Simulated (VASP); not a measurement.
# Ir4F in VASP: further runs, part 2 of 2

VASP 6.6.1. The steps go on from the part before.

## 4. Single point, PBE

The input, INCAR:

```
SYSTEM = Ir4F
ALGO = Normal ; DIPOL = 0.5 0.5 0.346
EDIFF = 1E-6 ; ENCUT = 520
GGA = PE ; GGA_COMPAT = .FALSE.
IDIPOL = 3 ; ISIF = 2
ISMEAR = 0 ; LASPH = .TRUE.
LCHARG = .TRUE. ; LDIPOL = .TRUE.
LELF = .TRUE. ; LREAL = .FALSE.
LVACPOTAV = .TRUE. ; LVHAR = .TRUE.
LWAVE = .FALSE. ; NBANDS = 46
NELM = 120 ; NELMDL = -8
PREC = Accurate ; SIGMA = 0.1
```

The input, KPOINTS:

```
k-points
0
G
  10 7 1
  0 0 0
```

The input, POSCAR:

```
Ir4F
1.0
    2.7367600872      0.0000000000      0.0000000000
    0.0000000000      3.8703632323      0.0000000000
    0.0000000000      0.0000000000     19.4599433740
Ir F
4 1
Direct
    0.5000000000      0.5000000000      0.2055504440
    0.0000000000      0.0000000000      0.2758682253
    0.5000000000      0.5000000000      0.3454282602
    0.0000000000      0.0000000000      0.4090424736
    0.0000000000      0.2500000000      0.4938228897
```

Potentials or basis: VASP PAW PBE potentials, release 64 (Ir_sv_GW, F).

Started as:

```bash
cat potpaw_PBE.64/Ir_sv_GW/POTCAR potpaw_PBE.64/F/POTCAR > POTCAR
mpirun -np 1 vasp_std > vasp.out
```

OUTCAR:

```text
SYSTEM = Ir4F
   EDIFF = 1E-6
   ENCUT = 520
   GGA = PE
   ISIF = 2
   ISMEAR = 0
   LASPH = .TRUE.
   LREAL = .FALSE.
   NELM = 120
   NELMDL = -8
   PREC = Accurate

 ion  position               nearest neighbor table
   1  0.500  0.500  0.206-   3 2.72   2 2.74   2 2.74   2 2.74   2 2.74
   2  0.000  0.000  0.276-   4 2.59   3 2.73   3 2.73   3 2.73   3 2.73   1 2.74   1 2.74   1 2.74
                             1 2.74
   3  0.500  0.500  0.345-   4 2.67   4 2.67   4 2.67   4 2.67   1 2.72   2 2.73   2 2.73   2 2.73
                             2 2.73
   4  0.000  0.000  0.409-   5 1.91   2 2.59   3 2.67   3 2.67   3 2.67   3 2.67
[... 1384 lines left out ...]
  -------------------------------------------------------------------------------------
  Total       -6.6745181     -5.4758134     -0.9218934      0.0000000     -0.5744082      0.0000000
  in kB      -51.8800603    -42.5627031     -7.1657435      0.0000000     -4.4647914      0.0000000
  external PRESSURE =     -33.8695023 kB  Pullay stress =       0.0000000 kB

 VOLUME and BASIS-vectors are now :
 -----------------------------------------------------------------------------
  energy-cutoff  :      520.00
  volume of cell :      206.12
      direct lattice vectors                 reciprocal lattice vectors
     2.736760087  0.000000000  0.000000000     0.365395566  0.000000000  0.000000000
     0.000000000  3.870363232  0.000000000     0.000000000  0.258373682  0.000000000
     0.000000000  0.000000000 19.459943374     0.000000000  0.000000000  0.051387611

 POSITION                                       TOTAL-FORCE (eV/Angst)
 -----------------------------------------------------------------------------------
      1.36838      1.93518      4.00000         0.000000      0.043315      0.906843
      0.00000      0.00000      5.36838         0.000000     -0.388305     -1.304168
      1.36838      1.93518      6.72201         0.000000      0.719532     -0.127946
      0.00000      0.00000      7.95994         0.000000     -0.064202      0.429683
      0.00000      0.96759      9.60977         0.000000     -0.310340      0.095588
 -----------------------------------------------------------------------------------
    total drift:                                0.000000     -0.000004     -0.000492

  FREE ENERGIE OF THE ION-ELECTRON SYSTEM (eV)
  ---------------------------------------------------
  free  energy   TOTEN  =       -38.1126721724 eV

  energy  without entropy=      -38.0770639415  energy(sigma->0) =      -38.09486806

 vacuum level on the upper side and lower side of the slab         6.802         4.293
```

OSZICAR:

```text
N       E                     dE             d eps       ncg     rms          rms(c)
DAV:   1     0.817373954816E+03    0.81737E+03   -0.50238E+04  3016   0.150E+03
DAV:   2     0.150116511311E+02   -0.80236E+03   -0.78354E+03  2840   0.450E+02
DAV:   3    -0.441566610167E+02   -0.59168E+02   -0.57564E+02  2664   0.116E+02
[... 32 lines left out ...]
DAV:  36    -0.381125487404E+02   -0.65098E-04   -0.75909E-05  2024   0.225E-02    0.567E-02
DAV:  37    -0.381126111492E+02   -0.62409E-04   -0.46077E-05  2284   0.206E-02    0.181E-02
DAV:  38    -0.381126455421E+02   -0.34393E-04   -0.97732E-06  2050   0.984E-03    0.749E-03
DAV:  39    -0.381126649140E+02   -0.19372E-04   -0.11623E-06  1542   0.352E-03    0.736E-03
DAV:  40    -0.381126725798E+02   -0.76658E-05   -0.49795E-07  1548   0.237E-03    0.755E-03
DAV:  41    -0.381126721724E+02    0.40745E-06   -0.60011E-07  1582   0.277E-03
   1 F= -.38112672E+02 E0= -.38094868E+02  d E =-.356082E-01
```

stdout:

```text
POSCAR found type information on POSCAR IrF
 POSCAR found :  2 types and       5 ions
 scaLAPACK will be used
 LDA part: xc-table for (Slater+PW92), standard interpolation
 POSCAR, INCAR and KPOINTS ok, starting setup
 FFT: planning ... GRIDC
 FFT: planning ... GRID_SOFT
 FFT: planning ... GRID
 WAVECAR not read
 entering main loop
 -----------------------------------------------------------------------------
|                                                                             |
|           W    W    AA    RRRRR   N    N  II  N    N   GGGG   !!!           |
|           W    W   A  A   R    R  NN   N  II  NN   N  G    G  !!!           |
|           W    W  A    A  R    R  N N  N  II  N N  N  G       !!!           |
|           W WW W  AAAAAA  RRRRR   N  N N  II  N  N N  G  GGG   !            |
|           WW  WW  A    A  R   R   N   NN  II  N   NN  G    G                |
|           W    W  A    A  R    R  N    N  II  N    N   GGGG   !!!           |
|                                                                             |
|     Did not find any points to average over, which means that no vacuum     |
|     field-free region was found. Please increase the size of  your cell     |
|     in the dimension of the dipole correction to obtain accurate            |
|     workfunction values.                                                    |
|                                                                             |
 -----------------------------------------------------------------------------
```

It took 12 min on 1 thread of Intel Xeon Platinum 8375C at 2.90GHz (Ice Lake), shared host; peak memory 0.38 GiB.

Results:

* Free energy: -38.1127 eV
* Largest force: 1.361 eV/Å
* Band gap on the k mesh: zero (an odd number of electrons rules out a gap without spin polarisation)

Forces in eV/Å, atoms in the order of the input:
```
Ir   0.000  0.043  0.907
Ir   0.000 -0.388 -1.304
Ir   0.000  0.720 -0.128
Ir   0.000 -0.064  0.430
F    0.000 -0.310  0.096
```

Caveat: spin-orbit coupling is left out, which moves the levels of the heavy elements.

## 5. Single point, PBE

The input, INCAR:

```
SYSTEM = Ir4F
PREC = Accurate
ENCUT = 520
EDIFF = 1E-6
ISMEAR = 0
SIGMA = 0.1
LREAL = .False.
LASPH = .True.
NELM = 120
ALGO = Normal
ISIF = 2
LWAVE = .False.
LCHARG = .False.
LDIPOL = .True.
IDIPOL = 3
DIPOL = 0.5 0.5 0.343
GGA = PE
NBANDS = 46
GGA_COMPAT = .False.
NELMDL = -8
```

The input, KPOINTS:

```
Automatic mesh
0
Gamma
  10 7 1
  0 0 0
```

POSCAR, as its differences from that of step 4:

```diff
@@ -12,2 +12,2 @@
     0.0000000000      0.0000000000      0.4090424736
-    0.0000000000      0.2500000000      0.4938228897
+    0.0000000000      0.3750000000      0.4809069875
```

Potentials or basis: VASP PAW PBE potentials, release 64 (Ir_sv_GW, F).

Started as:

```bash
cat potpaw_PBE.64/Ir_sv_GW/POTCAR potpaw_PBE.64/F/POTCAR > POTCAR
mpirun -np 1 vasp_std > vasp.out
```

OUTCAR:

```text
SYSTEM = Ir4F
   PREC = Accurate
   ENCUT = 520
   EDIFF = 1E-6
   ISMEAR = 0
   LREAL = .False.
   LASPH = .True.
   NELM = 120
   ISIF = 2
   GGA = PE
   NELMDL = -8

 ion  position               nearest neighbor table
   1  0.500  0.500  0.206-   3 2.72   2 2.74   2 2.74   2 2.74   2 2.74
   2  0.000  0.000  0.276-   4 2.59   3 2.73   3 2.73   3 2.73   3 2.73   1 2.74   1 2.74   1 2.74
                             1 2.74
   3  0.500  0.500  0.345-   4 2.67   4 2.67   4 2.67   4 2.67   1 2.72   2 2.73   2 2.73   2 2.73
                             2 2.73
   4  0.000  0.000  0.409-   5 2.02   2 2.59   3 2.67   3 2.67   3 2.67   3 2.67
   5  0.000  0.375  0.481-   4 2.02

  LATTYP: Found a simple orthorhombic cell.
 ALAT       =     2.7367600872
 B/A-ratio  =     1.4142135624
 C/A-ratio  =     7.1105770159

  Lattice vectors:

 A1 = (   2.7367600872,   0.0000000000,   0.0000000000)
 A2 = (   0.0000000000,   3.8703632323,   0.0000000000)
 A3 = (   0.0000000000,   0.0000000000,  19.4599433740)

Analysis of symmetry for initial positions (statically):
[... 188 lines left out ...]

 k-point     1 :       0.0000    0.0000    0.0000
  band No.  band energies     occupation
      1     -93.6161      2.00000
      2     -93.5525      2.00000
      3     -93.5050      2.00000
      4     -92.7306      2.00000
      5     -50.7453      2.00000
      6     -50.5855      2.00000
[... 1165 lines left out ...]
     45       5.9107      0.00000
     46       6.4805      0.00000

------------------------ aborting loop because EDIFF is reached ----------------------------------------

 vacuum level on the upper side and lower side of the slab       (xc-potential included)         0.850        -1.127

  FORCE on cell =-STRESS in cart. coord.  units (eV):
  Direction    XX          YY          ZZ          XY          YZ          ZX
  --------------------------------------------------------------------------------------
  -------------------------------------------------------------------------------------
  Total       -6.5916792     -6.9738960     -0.9279994      0.0000000     -1.0380546      0.0000000
  in kB      -51.2361660    -54.2070809     -7.2132044      0.0000000     -8.0686477      0.0000000
  external PRESSURE =     -37.5521504 kB  Pullay stress =       0.0000000 kB

 VOLUME and BASIS-vectors are now :
 -----------------------------------------------------------------------------
  energy-cutoff  :      520.00
  volume of cell :      206.12
      direct lattice vectors                 reciprocal lattice vectors
     2.736760087  0.000000000  0.000000000     0.365395566  0.000000000  0.000000000
     0.000000000  3.870363232  0.000000000     0.000000000  0.258373682  0.000000000
     0.000000000  0.000000000 19.459943374     0.000000000  0.000000000  0.051387611

 POSITION                                       TOTAL-FORCE (eV/Angst)
 -----------------------------------------------------------------------------------
      1.36838      1.93518      4.00000         0.000000      0.030965      0.986825
      0.00000      0.00000      5.36838         0.000000     -0.456390     -1.289210
      1.36838      1.93518      6.72201         0.000000      0.758161     -0.498721
      0.00000      0.00000      7.95994         0.000000      0.492065      0.763090
      0.00000      1.45139      9.35842         0.000000     -0.824801      0.038016
 -----------------------------------------------------------------------------------
    total drift:                                0.000000     -0.000034     -0.000632

  FREE ENERGIE OF THE ION-ELECTRON SYSTEM (eV)
  ---------------------------------------------------
  free  energy   TOTEN  =       -37.8230840371 eV

  energy  without entropy=      -37.7815977838  energy(sigma->0) =      -37.80234091

 vacuum level on the upper side and lower side of the slab         6.404         4.292
```

OSZICAR:

```text
N       E                     dE             d eps       ncg     rms          rms(c)
DAV:   1     0.805941226349E+03    0.80594E+03   -0.50395E+04  3048   0.150E+03
DAV:   2     0.147107933281E+02   -0.79123E+03   -0.77304E+03  2842   0.447E+02
DAV:   3    -0.439285044135E+02   -0.58639E+02   -0.56919E+02  2630   0.115E+02
[... 36 lines left out ...]
DAV:  40    -0.378230542093E+02   -0.12155E-04   -0.10870E-06  1610   0.599E-03    0.860E-03
DAV:  41    -0.378230757920E+02   -0.21583E-04   -0.30145E-06  1770   0.565E-03    0.457E-03
DAV:  42    -0.378230814550E+02   -0.56630E-05   -0.76896E-07  1628   0.464E-03    0.397E-03
DAV:  43    -0.378230832940E+02   -0.18390E-05   -0.65674E-07  1554   0.422E-03    0.238E-03
DAV:  44    -0.378230840371E+02   -0.74308E-06   -0.15004E-07  1410   0.190E-03
   1 F= -.37823084E+02 E0= -.37802341E+02  d E =-.414863E-01
```

It took 5.6 min on 1 thread of Intel Xeon 6975P-C (Granite Rapids), shared host; peak memory 0.4 GiB.

What came out:

- Free energy: -37.8231 eV
- Largest force: 1.368 eV/Å
- Band gap on the k mesh: zero (an odd number of electrons rules out a gap without spin polarisation)

Forces on the atoms (eV/Å):
```
Ir   0.000  0.031  0.987
Ir   0.000 -0.456 -1.289
Ir   0.000  0.758 -0.499
Ir   0.000  0.492  0.763
F    0.000 -0.825  0.038
```

Levels at points of the mesh, in eV from the Fermi level:
| k point | band 35 | band 36 | band 37 | band 38 | band 39 | band 40 | band 41 | band 42 |
| --- | --- | --- | --- | --- | --- | --- | --- | --- |
| (0.00, 0.00, 0.00) | -1.45 | -1.14 | -0.50 | -0.42 | 0.28 | 0.36 | 0.55 | 1.35 |
| (0.50, 0.00, 0.00) | 0.08 | 0.43 | 0.49 | 0.66 | 1.13 | 1.38 | 2.87 | 3.04 |

Caveat: spin-orbit coupling is left out, which moves the levels of the heavy elements.

## 6. Summary

```csv
cell,gap on the mesh (eV),largest force (eV/Å)
"as given, atomic positions A",none,1.42
"as given, atomic positions B",none,1.48
"as given, atomic positions C",none,1.36
"as given, atomic positions D",none,1.37
```

Alike in all rows: task single point; level PBE; potentials or basis VASP PAW PBE potentials, release 64 (Ir_sv_GW, F); no spin polarisation; k mesh 10 × 7 × 1; cutoff (eV) 520; smearing gaussian 0.1 eV.

Caveats: spin-orbit coupling is left out, which moves the levels of the heavy elements.

Absolute energies hang on the potentials; compare differences alone.
